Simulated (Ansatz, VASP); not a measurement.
# CuRh5Au2: VASP beside Ansatz

```
CELL_PARAMETERS angstrom
-3.89616 3.91525 -3.90656
3.89104 3.89729 3.89373
3.89156 -3.90242 -3.88912
ATOMIC_POSITIONS crystal
Cu 0.24269 0.49791 0.24235
Cu 0.75293 0.24799 0.99806
Rh 0.25737 0.00804 0.75026
Rh 0.00606 0.24615 0.75502
Rh 0.49211 0.99095 0.49980
Rh 0.24463 0.24245 0.50159
Rh 0.50220 0.76156 0.76196
Rh 0.74775 0.99021 0.24335
Rh 0.99937 0.00638 0.00594
Rh 0.00907 0.76505 0.25271
Rh 0.48954 0.50303 0.99055
Rh 0.25687 0.75158 0.00745
Au 0.75246 0.49443 0.76019
Au 0.00791 0.49869 0.49082
Au 0.49444 0.24649 0.24213
Au 0.74410 0.75175 0.49966
```

Alike in both runs: functional PBE; k mesh 3 × 3 × 3; occupations gaussian, width 0.1 eV; no spin polarisation.

Ansatz relaxed the structure, and its values are those at the end. VASP's run is a single point on that final structure, the one shown.

|  | VASP | Ansatz |
| --- | --- | --- |
| version | VASP 6.6.1 | Ansatz 0.2.0 |
| potentials or method | VASP PAW PBE potentials, release 64 (Cu, Rh_pv, Au), cutoff 520 eV | scalar-relativistic, plane waves, PAW |
| valence electrons in the cell | 216 | 284 |

Ansatz gave:

```
gap on the k mesh at the Fermi level (eV) : none
pressure (GPa)                            : 0.0
rms of the force components (eV/Å)        : 0.006
```

Task: What did VASP give for the same quantities?

Result: gap on the k mesh at the Fermi level (eV): none; pressure (GPa): -0.1; rms of the force components (eV/Å): 0.008.

A gap of «none» marks a metal or a gap that the smearing closes. VASP's potentials hold 216 valence electrons a cell and Ansatz's 284, so a difference there can come from the potentials and not from the codes.

The k mesh is coarse, so the values compare programs but aren't converged. Spin-orbit coupling is off throughout.
